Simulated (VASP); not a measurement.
# VH2 (Fm-3m) in VASP: relaxation of cell and atoms with PBEsol

Aim: the relaxation of cell and atoms of VH2 with PBEsol.

Everything below comes from runs of VASP 6.6.1. Logs are shortened: lines on timing, memory, paths and dates and some standing lists are left out, and cuts for length are marked.

### 1 The cell of the first run

Symmetry: Fm-3m, No. 225, cubic system. Conventional cell: a = 4.164 Å, b = 4.164 Å, c = 4.164 Å, α = 90.00°, β = 90.00°, γ = 90.00°. V (site symmetry m-3m) has 8 H at 1.80 Å within 2.4 Å. H (site symmetry -43m) has 4 V at 1.80 Å and 6 H at 2.08 Å within 2.4 Å.

### 2 Relaxation of cell and atoms, PBEsol

INCAR reads:

```
PREC = Accurate ; ENCUT = 600
EDIFF = 1E-6 ; ISMEAR = -1
SIGMA = 0.15 ; LREAL = False
LASPH = True ; NELM = 100
ALGO = Normal ; ISIF = 3
LWAVE = False ; LCHARG = False
GGA = PS ; IBRION = 2
NSW = 80 ; EDIFFG = -0.001
```

KPOINTS reads:

```
regular mesh
0
Gamma
  18 18 18
```

POSCAR reads:

```
VH2
1.0
    0.0000000000      2.0820882348      2.0820882348
    2.0820882348      0.0000000000      2.0820882348
    2.0820882348      2.0820882348      0.0000000000
V H
1 2
Direct
    0.0000000000      0.0000000000      0.0000000000
    0.2500000000      0.2500000000      0.2500000000
    0.7500000000      0.7500000000      0.7500000000
```

Potentials or basis: VASP PAW PBE potentials, release 64 (V_sv, H).

The run is started by

```
cat potpaw_PBE.64/V_sv/POTCAR potpaw_PBE.64/H/POTCAR > POTCAR
mpirun -np 1 vasp_std > vasp.out
```

OUTCAR:

```text
PREC = Accurate
   ENCUT = 600
   EDIFF = 1E-6
   ISMEAR = -1
   LREAL = False
   LASPH = True
   NELM = 100
   ISIF = 3
   GGA = PS
   IBRION = 2
   NSW = 80
   EDIFFG = -0.001

 ion  position               nearest neighbor table
   1  0.000  0.000  0.000-   3 1.80   3 1.80   3 1.80   2 1.80   2 1.80   2 1.80   3 1.80   2 1.80

   2  0.250  0.250  0.250-   1 1.80   1 1.80   1 1.80   1 1.80
   3  0.750  0.750  0.750-   1 1.80   1 1.80   1 1.80   1 1.80

  LATTYP: Found a face centered cubic cell.
 ALAT       =     4.1641764696

  Lattice vectors:

 A1 = (   0.0000000000,   2.0820882348,   2.0820882348)
 A2 = (   2.0820882348,   0.0000000000,   2.0820882348)
 A3 = (   2.0820882348,   2.0820882348,   0.0000000000)

Analysis of symmetry for initial positions (statically):
=====================================================================
 Subroutine PRICEL returns:
 Original cell was already a primitive cell.

 Routine SETGRP: Setting up the symmetry group for a
 face centered cubic supercell.

 Subroutine GETGRP returns: Found 48 space group operations
 (whereof 48 operations were pure point group operations)
 out of a pool of 48 trial point group operations.

The static configuration has the point symmetry O_h .

Analysis of symmetry for dynamics (positions and initial velocities):
=====================================================================
 Subroutine PRICEL returns:
 Original cell was already a primitive cell.

 Routine SETGRP: Setting up the symmetry group for a
 face centered cubic supercell.

 Subroutine GETGRP returns: Found 48 space group operations
 (whereof 48 operations were pure point group operations)
 out of a pool of 48 trial point group operations.

The dynamic configuration has the point symmetry O_h .

 Subroutine INISYM returns: Found 48 space group operations
 (whereof 48 operations are pure point group operations),
 and found     1 'primitive' translations

----------------------------------------------------------------------------------------

                                     Primitive cell

  volume of cell :      18.0521

  direct lattice vectors                    reciprocal lattice vectors
     0.000000000  2.082088235  2.082088235    -0.240143521  0.240143521  0.240143521
     2.082088235  0.000000000  2.082088235     0.240143521 -0.240143521  0.240143521
     2.082088235  2.082088235  0.000000000     0.240143521  0.240143521 -0.240143521

  length of vectors
[... 104 lines left out ...]
     AMIX_MAG =   1.60;   BMIX_MAG =  1.00
  volume/ion in A,a.u.               =       6.02        40.61
  Fermi-wavevector in a.u.,A,eV,Ry     =   1.539086  2.908450 32.229272  2.368785
  Thomas-Fermi vector in A             =   2.645363
   LORBIT       =      0    0 simple, 1 ext, 2 COOP (PROOUT), +10 PAW based schemes
   GGA     = PS    functional components
   LHFCALC =     F    Hartree Fock is set to
   AEXX    =    0.0000 exact exchange contribution
   IVDW    =     0    specifies the selected vdW correction
   LEPSILON=     F    determine dielectric tensor
   LRPA    =     F    only Hartree local field effects (RPA)
 conjugate gradient relaxation of ions
 non-spin polarized calculation
  energy-cutoff  :      600.00
  volume of cell :       18.05
 maximum number of plane-waves:       620
   NGX = 11   NGY = 11   NGZ = 11

--------------------------------------- Ionic step        1  -------------------------------------------

 number of electron      14.9999997 magnetization

 Free energy of the ion-electron system (eV)
  ---------------------------------------------------
  ext. energy  EPLUGINS =         0.00000000
  ---------------------------------------------------
  free energy    TOTEN  =       -17.13507844 eV

  energy without entropy =      -17.02756675  energy(sigma->0) =      -17.08132260

------------------------ aborting loop because EDIFF is reached ----------------------------------------

  FORCE on cell =-STRESS in cart. coord.  units (eV):
  Direction    XX          YY          ZZ          XY          YZ          ZX
  --------------------------------------------------------------------------------------
  -------------------------------------------------------------------------------------
  Total        0.0780068      0.0780068      0.0780068      0.0000000     -0.0000000     -0.0000000
  in kB        6.9233384      6.9233384      6.9233384      0.0000000     -0.0000000     -0.0000000
  external PRESSURE =       6.9233384 kB  Pullay stress =       0.0000000 kB
[... 135 lines left out ...]
--------------------------------------- Ionic step        5  -------------------------------------------

 number of electron      14.9999996 magnetization

 Free energy of the ion-electron system (eV)
  ---------------------------------------------------
  ext. energy  EPLUGINS =         0.00000000
  ---------------------------------------------------
  free energy    TOTEN  =       -17.13528164 eV

  energy without entropy =      -17.02706836  energy(sigma->0) =      -17.08117500

 E-fermi :   8.7041     XC(G=0): -12.6478

 val. band max:        8.6957112641   @ k =   0.2778   0.2222   0.0000
 cond. band min:       8.7180691445   @ k =  -0.2778   0.2222   0.0000
 fundamental gap:      0.0223578804
 Fermi energy:         8.7040745553

 k-point     1 :       0.0000    0.0000    0.0000
  band No.  band energies     occupation
      1     -55.5337      2.00000
      2     -29.3059      2.00000
      3     -29.3059      2.00000
      4     -29.3059      2.00000
      5      -3.0084      2.00000
      6       7.6985      1.99755
      7       7.6985      1.99755
      8       7.6985      1.99755
      9       9.5539      0.00690
     10       9.5539      0.00690
     11      10.0694      0.00022
[... 309 lines left out ...]
 k-point    24 :      -0.2222    0.0556    0.0000
  band No.  band energies     occupation
      1     -55.5013      2.00000
      2     -29.5130      2.00000
      3     -29.3450      2.00000
      4     -29.3276      2.00000
      5      -1.4617      2.00000
      6       4.5414      2.00000
      7       8.0035      1.98144
      8       8.1018      1.96455
      9       9.3187      0.03268
     10       9.7167      0.00234
     11      13.7273      0.00000

 [... further k-points ...]

------------------------ aborting loop because EDIFF is reached ----------------------------------------

  FORCE on cell =-STRESS in cart. coord.  units (eV):
  Direction    XX          YY          ZZ          XY          YZ          ZX
  --------------------------------------------------------------------------------------
  -------------------------------------------------------------------------------------
  Total        0.0006713      0.0006713      0.0006713     -0.0000000     -0.0000000      0.0000000
  in kB        0.0593223      0.0593223      0.0593223     -0.0000000     -0.0000000      0.0000000
  external PRESSURE =       0.0593223 kB  Pullay stress =       0.0000000 kB
[... 18 lines left out ...]
  FREE ENERGIE OF THE ION-ELECTRON SYSTEM (eV)
  ---------------------------------------------------
  free  energy   TOTEN  =       -17.1352816367 eV

  energy  without entropy=      -17.0270683585  energy(sigma->0) =      -17.08117500

 reached required accuracy - stopping structural energy minimisation
```

OSZICAR:

```text
N       E                     dE             d eps       ncg     rms          rms(c)
DAV:   1     0.112111800120E+03    0.11211E+03   -0.87159E+03  4290   0.159E+03
DAV:   2    -0.169847001847E+02   -0.12910E+03   -0.12558E+03  4377   0.415E+02
DAV:   3    -0.197141820708E+02   -0.27295E+01   -0.26479E+01  5054   0.681E+01
DAV:   4    -0.197371926636E+02   -0.23011E-01   -0.22933E-01  4479   0.603E+00
[... 25 lines left out ...]
DAV:   3    -0.171352811189E+02    0.61598E-06   -0.18479E-06  4181   0.197E-02
   4 F= -.17135281E+02 E0= -.17081153E+02  d E =-.202675E-03
       N       E                     dE             d eps       ncg     rms          rms(c)
DAV:   1    -0.171352990283E+02   -0.17293E-04   -0.35748E-04  4392   0.329E-01    0.481E-02
DAV:   2    -0.171352819468E+02    0.17082E-04   -0.93108E-05  4395   0.141E-01    0.102E-02
DAV:   3    -0.171352816367E+02    0.31008E-06   -0.10899E-06  2911   0.157E-02
   5 F= -.17135282E+02 E0= -.17081175E+02  d E =-.203193E-03
```

It took 1.9 min on 1 thread of Intel Xeon 8259CL, shared host; peak memory 0.18 GiB.

Results:

```yaml
Free_energy: -17.1353 eV
Relaxed_volume: 6.04 Å³/atom
Relaxed_cell: a = 2.949 Å, b = 2.949 Å, c = 2.949 Å, α = 60.00°, β = 60.00°, γ = 60.00°
Space_group_after_relaxing_to_0.1_Å: Fm-3m (No. 225)
Energy_gained_by_relaxing: 0.1 meV/atom
Ionic_steps: 5
Pressure_after_relaxing: 0.0 GPa
Band_gap_on_the_k_mesh: zero (an odd number of electrons rules out a gap without spin polarisation)
```

Step by step:
| step | energy change (eV) | largest force (eV/Å) | pressure (GPa) | volume (Å³) |
| --- | --- | --- | --- | --- |
| 1 | 0.0000 | 0.0000 | 0.69 | 18.05 |
| 2 | -0.0002 | 0.0000 | 0.21 | 18.12 |
| 3 | -0.0002 | 0.0000 | -0.08 | 18.14 |
| 4 | -0.0002 | 0.0000 | -0.04 | 18.14 |
| 5 | -0.0002 | 0.0000 | 0.01 | 18.13 |

Final structure:
```
V H
1.0
     0.00000    2.08512    2.08512
     2.08512    0.00000    2.08512
     2.08512    2.08512    0.00000
V H
1 2
Cartesian
  0.0000 0.0000 0.0000
  1.0426 1.0426 1.0426
  3.1277 3.1277 3.1277
```

Caveat: the PAW data sets were made with another functional, which shifts forces and pressure a little.

The gap in the log of VASP goes by the Fermi energy; the results here count the filled bands.